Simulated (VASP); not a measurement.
# InAs (I4mm) in VASP: a series of runs, part 2 of 2

VASP 6.6.1. Earlier steps stand in the parts before.

### 4 Single point, LDA (mode 4 frozen in at -0.192 Å and mode 5 at +0.000 Å (largest displacements))

The input, INCAR:

```
SYSTEM = InAs
PREC = Accurate
ENCUT = 500
EDIFF = 1E-6
ISMEAR = 0
SIGMA = 0.15
LREAL = .FALSE.
LASPH = .TRUE.
NELM = 120
ALGO = Normal
ISIF = 2
LWAVE = .FALSE.
LCHARG = .FALSE.
GGA = CA
NBANDS = 16
GGA_COMPAT = .FALSE.
```

The input, KPOINTS:

```
regular mesh
0
G
  14 14 14
  0 0 0
```

The input, POSCAR:

```
InAs
1.0
    0.0000000000      2.8010896874      2.8010896874
    2.8010896874      0.0000000000      2.8010896874
    2.8010896874      2.8010896874      0.0000000000
In As
1 1
Direct
    0.4776364237      0.5223635763      0.5223635763
    0.0342723764     -0.0342723764     -0.0342723764
```

Potentials or basis: VASP PAW LDA potentials, release 64 (In_d, As).

Started as:

```bash
cat potpaw_LDA.64/In_d/POTCAR potpaw_LDA.64/As/POTCAR > POTCAR
mpirun -np 1 vasp_std > vasp.out
```

OUTCAR:

```text
SYSTEM = InAs
   PREC = Accurate
   ENCUT = 500
   EDIFF = 1E-6
   ISMEAR = 0
   LREAL = .FALSE.
   LASPH = .TRUE.
   NELM = 120
   ISIF = 2
   GGA = CA

 ion  position               nearest neighbor table
   1  0.478  0.522  0.522-   2 2.48   2 2.82   2 2.82   2 2.82   2 2.82   2 3.12
   2  0.034  0.966  0.966-   1 2.48   1 2.82   1 2.82   1 2.82   1 2.82   1 3.12

  LATTYP: Found a face centered cubic cell.
 ALAT       =     5.6021793748

  Lattice vectors:

 A1 = (   0.0000000000,   2.8010896874,   2.8010896874)
 A2 = (   2.8010896874,   0.0000000000,   2.8010896874)
 A3 = (   2.8010896874,   2.8010896874,   0.0000000000)

Analysis of symmetry for initial positions (statically):
=====================================================================
 Subroutine PRICEL returns:
 Original cell was already a primitive cell.

 Routine SETGRP: Setting up the symmetry group for a
 face centered cubic supercell.

 Subroutine GETGRP returns: Found  8 space group operations
 (whereof  8 operations were pure point group operations)
 out of a pool of 48 trial point group operations.

The static configuration has the point symmetry C_4v.

Analysis of symmetry for dynamics (positions and initial velocities):
=====================================================================
 Subroutine PRICEL returns:
 Original cell was already a primitive cell.

 Routine SETGRP: Setting up the symmetry group for a
 face centered cubic supercell.

 Subroutine GETGRP returns: Found  8 space group operations
 (whereof  8 operations were pure point group operations)
 out of a pool of 48 trial point group operations.

The dynamic configuration has the point symmetry C_4v.

 Subroutine INISYM returns: Found  8 space group operations
 (whereof  8 operations are pure point group operations),
 and found     1 'primitive' translations

----------------------------------------------------------------------------------------

                                     Primitive cell

  volume of cell :      43.9553

  direct lattice vectors                    reciprocal lattice vectors
[... 109 lines left out ...]
  Fermi-wavevector in a.u.,A,eV,Ry     =   1.215706  2.297352 20.108618  1.477942
  Thomas-Fermi vector in A             =   2.351084
   LORBIT       =      0    0 simple, 1 ext, 2 COOP (PROOUT), +10 PAW based schemes
   GGA     = CA    functional components
   LHFCALC =     F    Hartree Fock is set to
   AEXX    =    0.0000 exact exchange contribution
   IVDW    =     0    specifies the selected vdW correction
   LEPSILON=     F    determine dielectric tensor
   LRPA    =     F    only Hartree local field effects (RPA)
 non-spin polarized calculation
 Gauss-broadening in eV      SIGMA  =   0.15
  energy-cutoff  :      500.00
  volume of cell :       43.96
 maximum number of plane-waves:      1139
 NGX is ok and might be reduce to    30
   NGX = 15   NGY = 15   NGZ = 15

 number of electron      18.0000002 magnetization

 Free energy of the ion-electron system (eV)
  ---------------------------------------------------
  ext. energy  EPLUGINS =         0.00000000
  ---------------------------------------------------
  free energy    TOTEN  =        -8.58991372 eV

  energy without entropy =       -8.57728485  energy(sigma->0) =       -8.58359928

 E-fermi :   6.6139     XC(G=0): -10.6842

 val. band max:        6.6026675194   @ k =  -0.1429   0.2143   0.0714
 cond. band min:       6.6208289200   @ k =   0.2143   0.0000   0.0000
 fundamental gap:      0.0181614006
 Fermi energy:         6.6138537831

 k-point     1 :       0.0000    0.0000    0.0000
  band No.  band energies     occupation
      1      -7.7979      2.00000
      2      -7.7052      2.00000
      3      -7.7052      2.00000
      4      -7.6958      2.00000
      5      -7.6737      2.00000
      6      -6.0475      2.00000
[... 433 lines left out ...]
      3      -7.7053      2.00000
      4      -7.6237      2.00000
      5      -7.6182      2.00000
      6      -4.1068      2.00000
[... 8 lines left out ...]
     15      17.9460      0.00000
     16      19.2013      0.00000

 [... further k-points ...]

------------------------ aborting loop because EDIFF is reached ----------------------------------------

  FORCE on cell =-STRESS in cart. coord.  units (eV):
  Direction    XX          YY          ZZ          XY          YZ          ZX
  --------------------------------------------------------------------------------------
  -------------------------------------------------------------------------------------
  Total        3.3074445     -0.3002741     -0.3002741     -0.0000000     -0.0000000      0.0000000
  in kB      120.5569115    -10.9450408    -10.9450408     -0.0000000     -0.0000000      0.0000000
  external PRESSURE =      32.8889433 kB  Pullay stress =       0.0000000 kB

 VOLUME and BASIS-vectors are now :
 -----------------------------------------------------------------------------
  energy-cutoff  :      500.00
  volume of cell :       43.96
      direct lattice vectors                 reciprocal lattice vectors
     0.000000000  2.801089687  2.801089687    -0.178501960  0.178501960  0.178501960
     2.801089687  0.000000000  2.801089687     0.178501960 -0.178501960  0.178501960
     2.801089687  2.801089687  0.000000000     0.178501960  0.178501960 -0.178501960

 POSITION                                       TOTAL-FORCE (eV/Angst)
 -----------------------------------------------------------------------------------
      2.92637      2.80109      2.80109        -1.411006      0.000000      0.000000
      5.41018      2.80109      2.80109         1.411006      0.000000      0.000000
 -----------------------------------------------------------------------------------
    total drift:                               -0.000594      0.000000      0.000000

  FREE ENERGIE OF THE ION-ELECTRON SYSTEM (eV)
  ---------------------------------------------------
  free  energy   TOTEN  =        -8.5899137184 eV

  energy  without entropy=       -8.5772848505  energy(sigma->0) =       -8.58359928
```

OSZICAR:

```text
N       E                     dE             d eps       ncg     rms          rms(c)
DAV:   1     0.103204190701E+03    0.10320E+03   -0.86266E+03  7864   0.131E+03
DAV:   2    -0.251546609083E+01   -0.10572E+03   -0.10140E+03  8416   0.300E+02
DAV:   3    -0.870037064052E+01   -0.61849E+01   -0.61198E+01 10112   0.693E+01
DAV:   4    -0.882781607579E+01   -0.12745E+00   -0.12741E+00  9408   0.105E+01
DAV:   5    -0.883289527177E+01   -0.50792E-02   -0.50791E-02 11264   0.196E+00    0.482E+00
DAV:   6    -0.861136612761E+01    0.22153E+00   -0.33484E-01 11432   0.112E+01    0.256E+00
DAV:   7    -0.859273769066E+01    0.18628E-01   -0.68828E-02 11216   0.256E+00    0.717E-01
DAV:   8    -0.859022166091E+01    0.25160E-02   -0.58765E-03 10008   0.878E-01    0.259E-01
DAV:   9    -0.858991246950E+01    0.30919E-03   -0.45499E-04 10760   0.199E-01    0.114E-01
DAV:  10    -0.858991338446E+01   -0.91496E-06   -0.36574E-05 11696   0.619E-02    0.632E-02
DAV:  11    -0.858991371835E+01   -0.33389E-06   -0.17743E-06  8376   0.206E-02
   1 F= -.85899137E+01 E0= -.85835993E+01  d E =-.126289E-01
```

stdout:

```text
POSCAR found type information on POSCAR InAs
 POSCAR found :  2 types and       2 ions
 scaLAPACK will be used
 LDA part: xc-table for (Slater(with rela. corr.)+CA(PZ))
 , standard interpolation
 POSCAR, INCAR and KPOINTS ok, starting setup
 FFT: planning ... GRIDC
 FFT: planning ... GRID_SOFT
 FFT: planning ... GRID
 WAVECAR not read
 entering main loop
```

Wall time 2.5 min (1 thread of Intel Xeon Platinum 8488C (Sapphire Rapids), shared host); peak memory 0.28 GiB.

Results:

| Property | Result |
| --- | --- |
| Free energy | -8.5899 eV |
| Pressure | 3.3 GPa |
| Largest force | 1.411 eV/Å |
| Band gap on the k mesh | zero (band 9 reaches 7.11 eV, above the bottom of band 10 at 4.20 eV) |

Forces in eV/Å, atoms in the order of the input:
```
In  -1.411  0.000  0.000
As   1.411  0.000  0.000
```

Stress tensor (GPa, compression positive):
```
12.06  0.00  0.00
 0.00 -1.09  0.00
 0.00  0.00 -1.09
```

Levels at points of the mesh, in eV from the Fermi level:
| k point | band 7 | band 8 | band 9 | band 10 | band 11 | band 12 |
| --- | --- | --- | --- | --- | --- | --- |
| (0.00, 0.00, 0.00) | -0.25 | -0.13 | -0.04 | -0.04 | 6.46 | 6.46 |
| (0.50, 0.00, 0.00) | -6.87 | -0.04 | 0.23 | 2.23 | 3.42 | 3.79 |
| (0.50, 0.50, 0.00) | -5.11 | -3.11 | -2.26 | -2.13 | 3.52 | 10.01 |
| (0.00, 0.50, 0.50) | -5.58 | -2.43 | -2.42 | -2.42 | 3.86 | 9.87 |

Caveat: the cell differs from its parent crystal (mode 4 frozen in at -0.192 Å and mode 5 at +0.000 Å (largest displacements)); spin-orbit coupling is left out, which moves the levels of the heavy elements; forces of over 1 eV/Å act on the atoms, so gaps and moduli don't describe the material at rest.
